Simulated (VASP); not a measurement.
# Si2Sb (Cccm) in VASP: further runs

The runs below take Si2Sb through relaxation of cell and atoms, with PBE.

Everything below comes from runs of VASP 6.6.1. Logs are shortened: lines on timing, memory, paths and dates and some standing lists are left out, and cuts for length are marked.

## (1) The cell of the first run

The structure is orthorhombic, space group Cccm (No. 66). The conventional cell has a = 6.487 Å, b = 6.693 Å, c = 6.784 Å, α = 90.00°, β = 90.00°, γ = 90.00°. Within 3.0 Å of Si (site symmetry 2) lie 1 Si at 2.23 Å and 2 Sb at 2.41 Å. Within 3.2 Å of Sb (site symmetry 2/m) lie 4 Si at 2.41 Å.

## (2) Relaxation of cell and atoms, PBE

INCAR

```
SYSTEM = Si2Sb
  PREC = Accurate
  ENCUT = 600
  EDIFF = 1E-6
  ISMEAR = 0
  SIGMA = 0.1
  LREAL = .False.
  LASPH = .True.
  NELM = 100
  ALGO = Normal
  ISIF = 3
  LWAVE = .False.
  LCHARG = .False.
  GGA = PE
  IBRION = 2
  NSW = 90
  EDIFFG = -0.04
```

KPOINTS

```
regular mesh
0
Gamma
  4 4 4
  0 0 0
```

POSCAR

```
Si2Sb
1.0
    3.2436304659     -3.3463376235      0.0000000000
    3.2436304659      3.3463376235      0.0000000000
    0.0000000000      0.0000000000      6.7843212731
Si Sb
4 2
Direct
    0.8333333333      0.1666666667      0.2500000000
    0.1666666667      0.8333333333      0.2500000000
    0.8333333333      0.1666666667      0.7500000000
    0.1666666667      0.8333333333      0.7500000000
    0.0000000000      0.5000000000      0.0000000000
    0.5000000000      0.0000000000      0.5000000000
```

Potentials or basis: VASP PAW PBE potentials, release 64 (Si, Sb).

Run with:

```sh
$ cat potpaw_PBE.64/Si/POTCAR potpaw_PBE.64/Sb/POTCAR > POTCAR
$ mpirun -np 1 vasp_std > vasp.out
```

OUTCAR:

```text
SYSTEM = Si2Sb
   PREC = Accurate
   ENCUT = 600
   EDIFF = 1E-6
   ISMEAR = 0
   LREAL = .False.
   LASPH = .True.
   NELM = 100
   ISIF = 3
   GGA = PE
   IBRION = 2
   NSW = 90
   EDIFFG = -0.04

 ion  position               nearest neighbor table
   1  0.833  0.167  0.250-   2 2.23   5 2.41   6 2.41
   2  0.167  0.833  0.250-   1 2.23   5 2.41   6 2.41
   3  0.833  0.167  0.750-   4 2.23   5 2.41   6 2.41
   4  0.167  0.833  0.750-   3 2.23   5 2.41   6 2.41
   5  0.000  0.500  0.000-   1 2.41   2 2.41   3 2.41   4 2.41
   6  0.500  0.000  0.500-   1 2.41   2 2.41   3 2.41   4 2.41

  LATTYP: Found a base centered orthorhombic cell.
 ALAT       =     6.4872609318
 B/A-ratio  =     1.0316642597
 C/A-ratio  =     1.0457913354

  Lattice vectors:

 A1 = (   3.2436304659,  -3.3463376235,   0.0000000000)
 A2 = (   3.2436304659,   3.3463376235,   0.0000000000)
 A3 = (   0.0000000000,   0.0000000000,   6.7843212731)

Analysis of symmetry for initial positions (statically):
=====================================================================
 Subroutine PRICEL returns:
 Original cell was already a primitive cell.

 Routine SETGRP: Setting up the symmetry group for a
 base centered orthorhombic supercell.

 Subroutine GETGRP returns: Found  8 space group operations
 (whereof  4 operations were pure point group operations)
 out of a pool of  8 trial point group operations.

The static configuration has the point symmetry C_2h.
 The point group associated with its full space group is D_2h.

Analysis of symmetry for dynamics (positions and initial velocities):
=====================================================================
 Subroutine PRICEL returns:
 Original cell was already a primitive cell.

 Routine SETGRP: Setting up the symmetry group for a
 base centered orthorhombic supercell.

 Subroutine GETGRP returns: Found  8 space group operations
 (whereof  4 operations were pure point group operations)
 out of a pool of  8 trial point group operations.

The dynamic configuration has the point symmetry C_2h.
 The point group associated with its full space group is D_2h.

 Subroutine INISYM returns: Found  8 space group operations
 (whereof  4 operations are pure point group operations),
 and found     1 'primitive' translations

----------------------------------------------------------------------------------------

                                     Primitive cell

  volume of cell :     147.2779

  direct lattice vectors                    reciprocal lattice vectors
     3.243630466 -3.346337624  0.000000000     0.154148262 -0.149417081  0.000000000
     3.243630466  3.346337624  0.000000000     0.154148262  0.149417081  0.000000000
     0.000000000  0.000000000  6.784321273     0.000000000  0.000000000  0.147398680

  length of vectors
     4.660377033  4.660377033  6.784321273     0.214679181  0.214679181  0.147398680

  position of ions in fractional coordinates (direct lattice)
     0.833333333  0.166666667  0.250000000
     0.166666667  0.833333333  0.250000000
     0.833333333  0.166666667  0.750000000
     0.166666667  0.833333333  0.750000000
     0.000000000  0.500000000  0.000000000
     0.500000000  0.000000000  0.500000000

  ion indices of the primitive-cell ions
   primitive index   ion index
                 1           1
                 2           2
                 3           3
                 4           4
                 5           5
                 6           6

----------------------------------------------------------------------------------------

 KPOINTS: regular mesh

Automatic generation of k-mesh.
 Grid dimensions read from file:
 generate k-points for:    4    4    4

 Generating k-lattice:

  Cartesian coordinates                     Fractional coordinates (reciprocal lattice)
     0.038537066 -0.037354270  0.000000000     0.250000000  0.000000000  0.000000000
     0.038537066  0.037354270  0.000000000     0.000000000  0.250000000  0.000000000
     0.000000000  0.000000000  0.036849670     0.000000000  0.000000000  0.250000000

  Length of vectors
     0.053669795  0.053669795  0.036849670

  Shift w.r.t. Gamma in fractional coordinates (k-lattice)
     0.000000000  0.000000000  0.000000000

 Subroutine IBZKPT returns following result:
 ===========================================

 Found     21 irreducible k-points:

 Following reciprocal coordinates:
            Coordinates               Weight
  0.000000  0.000000  0.000000      1.000000
  0.250000  0.000000  0.000000      4.000000
  0.500000  0.000000  0.000000      2.000000
  0.250000  0.250000  0.000000      2.000000
  0.500000  0.250000  0.000000      4.000000
 -0.250000  0.250000  0.000000      2.000000
[... 13 lines left out ...]
 -0.250000  0.250000  0.500000      2.000000
  0.500000  0.500000  0.500000      1.000000
   k-points           NKPTS =     21   k-points in BZ     NKDIM =     21   number of bands    NBANDS=     17
   number of dos      NEDOS =    301   number of ions     NIONS =      6
   total plane-waves  NPLWV =  86400
   dimension x,y,z NGX =    40 NGY =   40 NGZ =   54
   dimension x,y,z NGXF=    80 NGYF=   80 NGZF=  108
   ions per type =               4   2
   NGX,Y,Z   is equivalent  to a cutoff of  14.27, 14.27, 13.23 a.u.
   NGXF,Y,Z  is equivalent  to a cutoff of  28.54, 28.54, 26.46 a.u.
 SYSTEM =  Si2Sb
   PREC   = accura    normal or accurate (medium, high low for compatibility)
   ISTART =      0    job   : 0-new  1-cont  2-samecut
   ICHARG =      2    charge: 1-file 2-atom 10-const
   ISPIN  =      1    spin polarized calculation?
   LNONCOLLINEAR =      F non collinear calculations
   LSORBIT =      F    spin-orbit coupling
   LASPH  =      T    aspherical Exc in radial PAW
   ENCUT  =  600.0 eV  44.10 Ry    6.64 a.u.   9.31  9.31 13.55*2*pi/ulx,y,z
   NELM   =    100;   NELMIN=  2; NELMDL= -5     # of ELM steps
   EDIFF  = 0.1E-05   stopping-criterion for ELM
   LREAL  =      F    real-space projection
   EDIFFG = -.4E-01   stopping-criterion for IOM
   NSW    =     90    number of steps for IOM
   IBRION =      2    ionic relax: 0-MD 1-quasi-New 2-CG
   NFREE  =      1    steps in history (QN), initial steepest desc. (CG)
   ISIF   =      3    stress and relaxation
   ISYM   =      2    0-nonsym 1-usesym 2-fastsym
   POTIM  = 0.5000    time-step for ionic-motion
   TEBEG  =    0.0;   TEEND  =   0.0 temperature during run
   PSTRESS=    0.0 pullay stress
   NELECT =      26.0000    total number of electrons
   NUPDOWN=      -1.0000    fix difference up-down
   EMIN   =  10.00;   EMAX   =-10.00  energy-range for DOS
   EFERMI =   0.00;   METHOD = LEGACY
   ISMEAR =     0;   SIGMA  =   0.10  broadening in eV -4-tet -1-fermi 0-gaus
   EFERMI_NEDOS =   21; number of points for ismear=-14 and -15
   IALGO  =     38    algorithm
   IMIX   =      4    mixing-type and parameters
     AMIX     =   0.40;   BMIX     =  1.00
     AMIX_MAG =   1.60;   BMIX_MAG =  1.00
  volume/ion in A,a.u.               =      24.55       165.65
  Fermi-wavevector in a.u.,A,eV,Ry     =   0.918375  1.735477 11.475328  0.843413
  Thomas-Fermi vector in A             =   2.043450
   LORBIT       =      0    0 simple, 1 ext, 2 COOP (PROOUT), +10 PAW based schemes
   GGA     = PE    functional components
   LHFCALC =     F    Hartree Fock is set to
   AEXX    =    0.0000 exact exchange contribution
   IVDW    =     0    specifies the selected vdW correction
   LEPSILON=     F    determine dielectric tensor
   LRPA    =     F    only Hartree local field effects (RPA)
 conjugate gradient relaxation of ions
 non-spin polarized calculation
 Gauss-broadening in eV      SIGMA  =   0.10
  energy-cutoff  :      600.00
  volume of cell :      147.28
 maximum number of plane-waves:      4932
 NGX is ok and might be reduce to    40
   NGX = 19   NGY = 19   NGZ = 27

--------------------------------------- Ionic step        1  -------------------------------------------

 number of electron      26.0000000 magnetization

 Free energy of the ion-electron system (eV)
  ---------------------------------------------------
  ext. energy  EPLUGINS =         0.00000000
  ---------------------------------------------------
  free energy    TOTEN  =       -21.66661471 eV

  energy without entropy =      -21.63199104  energy(sigma->0) =      -21.64930288

------------------------ aborting loop because EDIFF is reached ----------------------------------------

  FORCE on cell =-STRESS in cart. coord.  units (eV):
  Direction    XX          YY          ZZ          XY          YZ          ZX
  --------------------------------------------------------------------------------------
  -------------------------------------------------------------------------------------
  Total       19.9138515      8.5163790     19.4743245      0.0000000      0.0000000      0.0000000
  in kB      216.6348473     92.6462903    211.8534086      0.0000000      0.0000000      0.0000000
  external PRESSURE =     173.7115154 kB  Pullay stress =       0.0000000 kB
[... 101 lines left out ...]
  FREE ENERGIE OF THE ION-ELECTRON SYSTEM (eV)
  ---------------------------------------------------
  free  energy   TOTEN  =       -23.7028472985 eV

  energy  without entropy=      -23.6781168948  energy(sigma->0) =      -23.69048210

 E-fermi :   4.3873     XC(G=0):  -8.8210

 val. band max:        4.3853490859   @ k =   0.5000   0.5000   0.0000
 cond. band min:       4.3993308158   @ k =  -0.2500   0.2500   0.2500
 fundamental gap:      0.0139817300
 Fermi energy:         4.3873326337

 k-point     1 :       0.0000    0.0000    0.0000
  band No.  band energies     occupation
      1      -6.7955      2.00000
      2      -5.2863      2.00000
      3      -5.2614      2.00000
      4      -1.7972      2.00000
      5       0.1029      2.00000
      6       0.2710      2.00000
[... 397 lines left out ...]
      4      -3.6598      2.00000
      5      -1.3363      2.00000
      6      -1.3363      2.00000
[... 9 lines left out ...]
     16       4.2181      1.98328
     17       7.3326      0.00000

 E-fermi :   5.9991     XC(G=0):  -9.5099

 val. band max:        5.9907547880   @ k =   0.5000   0.5000   0.0000
 cond. band min:       6.0148177837   @ k =   0.5000   0.0000   0.5000
 fundamental gap:      0.0240629958
 Fermi energy:         5.9991122729

 k-point     1 :       0.0000    0.0000    0.0000
  band No.  band energies     occupation
      1      -5.9451      2.00000
      2      -4.8400      2.00000
      3      -4.2041      2.00000
      4      -1.2469      2.00000
      5       0.9388      2.00000
      6       3.2512      2.00000
[... 397 lines left out ...]
      4      -1.6802      2.00000
      5      -0.0507      2.00000
      6      -0.0507      2.00000
[... 9 lines left out ...]
     16       5.1986      2.00000
     17       8.1855      0.00000

[... ionic steps 4 to 26 ...]

--------------------------------------- Ionic step       27  -------------------------------------------

 number of electron      26.0000002 magnetization

------------------------ aborting loop because EDIFF is reached ----------------------------------------
[... 75 lines left out ...]
--------------------------------------- Ionic step       29  -------------------------------------------

 number of electron      26.0000002 magnetization

 Free energy of the ion-electron system (eV)
  ---------------------------------------------------
  ext. energy  EPLUGINS =         0.00000000
  ---------------------------------------------------
  free energy    TOTEN  =       -27.21007565 eV

  energy without entropy =      -27.20181002  energy(sigma->0) =      -27.20594284

 E-fermi :   7.4690     XC(G=0): -10.0408

 val. band max:        7.3918907162   @ k =   0.2500   0.2500   0.2500
 cond. band min:       7.4983532706   @ k =   0.5000   0.5000   0.0000
 fundamental gap:      0.1064625544
 Fermi energy:         7.4690087087

 k-point     1 :       0.0000    0.0000    0.0000
  band No.  band energies     occupation
      1      -5.4296      2.00000
      2      -4.7082      2.00000
      3      -3.3868      2.00000
      4      -1.1776      2.00000
      5       1.4732      2.00000
      6       5.6436      2.00000
[... 442 lines left out ...]
  FREE ENERGIE OF THE ION-ELECTRON SYSTEM (eV)
  ---------------------------------------------------
  free  energy   TOTEN  =       -27.2100756537 eV

  energy  without entropy=      -27.2018100175  energy(sigma->0) =      -27.20594284

 reached required accuracy - stopping structural energy minimisation
```

Run time: 18 min. Hardware: 1 thread of Oxide Virtual Turin-like, shared host; peak memory 0.3 GiB.

Results:

```yaml
Free_energy: -27.2101 eV
Relaxed_volume: 21.34 Å³/atom
Relaxed_cell: a = 3.470 Å, b = 3.470 Å, c = 10.637 Å, α = 90.00°, β = 90.00°, γ = 90.46°
Space_group_after_relaxing_to_0.05_Å: Fmmm (No. 69)
Energy_gained_by_relaxing: 923.9 meV/atom
Ionic_steps: 29
Pressure_after_relaxing: 0.0 GPa
Largest_force_after_relaxing: 0.026 eV/Å
Band_gap_on_the_k_mesh: zero (band 13 reaches 8.90 eV, above the bottom of band 14 at 5.34 eV)
```

Forces on the atoms (eV/Å):
```
Si   0.000 -0.026  0.000
Si   0.000  0.026  0.000
Si   0.000 -0.026  0.000
Si   0.000  0.026  0.000
Sb   0.000  0.000  0.000
Sb   0.000  0.000  0.000
```

The path:
| step | energy change (eV) | largest force (eV/Å) | pressure (GPa) | volume (Å³) |
| --- | --- | --- | --- | --- |
| 1 | 0.0000 | 0.0371 | 17.37 | 147.28 |
| 2 | -1.8264 | 0.4518 | -3.23 | 211.14 |
| 3 | -2.0362 | 0.2267 | 0.03 | 189.82 |
| 4 | -2.0382 | 0.2497 | -0.39 | 191.93 |
| 5 | -2.0380 | 0.2392 | -0.20 | 190.96 |
| 6 | -2.0664 | 0.2113 | 0.11 | 189.75 |
| 7 | -2.0664 | 0.2339 | 0.12 | 189.69 |
| 8 | -2.0875 | 0.2994 | -0.13 | 189.85 |
| 9 | -2.1474 | 0.5186 | -0.92 | 190.13 |
| 10 | -2.2013 | 1.0623 | -2.29 | 189.76 |
| 11 | -2.2032 | 1.0664 | -2.31 | 189.74 |
| 12 | -2.2088 | 1.0785 | -2.39 | 189.66 |
| 13 | -2.2191 | 1.1010 | -2.56 | 189.48 |
| 14 | -2.2359 | 1.1405 | -2.87 | 189.10 |
| 15 | -2.2502 | 1.2144 | -3.45 | 188.20 |
| 16 | -2.2869 | 1.1679 | -3.56 | 187.42 |
| 17 | -2.3941 | 1.0332 | -3.88 | 185.07 |
| 18 | -2.5951 | 0.8022 | -4.45 | 180.30 |
| 19 | -2.9726 | 0.5051 | -5.29 | 170.52 |
| 20 | -4.0480 | 0.6827 | -5.36 | 150.19 |
| 21 | -1.8866 | 6.7116 | 28.62 | 108.22 |
| 22 | -4.1910 | 1.2241 | -4.28 | 145.51 |
| 23 | -5.4499 | 0.2966 | 0.68 | 126.89 |
| 24 | -5.4297 | 0.1140 | 2.49 | 123.87 |
| 25 | -5.4556 | 0.1429 | 1.39 | 125.61 |
| 26 | -5.5363 | 0.0098 | 0.50 | 127.14 |
| 27 | -5.5425 | 0.0485 | 0.25 | 127.73 |
| 28 | -5.5426 | 0.0462 | 0.27 | 127.69 |
| 29 | -5.5435 | 0.0257 | 0.04 | 128.07 |

Final structure:
```yaml
crystal:
  lattice:
    - [2.44361, -2.46340, 0.00000]
    - [2.44361, 2.46340, 0.00000]
    - [0.00000, 0.00000, 10.63737]
  atoms:
    - { symbol: Si, position: [0.74961, 0.25039, 0.25000] }
    - { symbol: Si, position: [0.25039, 0.74961, 0.25000] }
    - { symbol: Si, position: [0.74961, 0.25039, 0.75000] }
    - { symbol: Si, position: [0.25039, 0.74961, 0.75000] }
    - { symbol: Sb, position: [0.00000, 0.50000, 0.00000] }
    - { symbol: Sb, position: [0.50000, 0.00000, 0.50000] }
```

Levels at points of the mesh, in eV from the Fermi level:
```csv
k point,band 10,band 11,band 12,band 13,band 14,band 15,band 16,band 17
"(0.00, 0.00, 0.00)",-1.02,-0.96,-0.63,-0.11,0.89,1.12,2.27,2.38
"(0.50, 0.00, 0.00)",-3.04,1.00,1.03,1.05,1.08,1.75,1.75,2.87
"(0.50, 0.50, 0.00)",-4.87,-3.51,-2.77,-1.59,-1.34,-1.29,0.03,0.12
"(0.00, 0.00, 0.50)",-1.52,-0.71,-0.71,1.43,1.43,2.09,2.09,3.06
"(0.50, 0.00, 0.50)",-1.31,-0.17,-0.16,1.03,1.04,1.05,1.06,3.65
"(0.50, 0.50, 0.50)",-4.93,-2.70,-2.70,-2.13,-2.13,-1.15,-1.15,2.00
```

Caveat: spin-orbit coupling is left out, which moves the levels of the heavy elements.

[end of part 1 of 2]
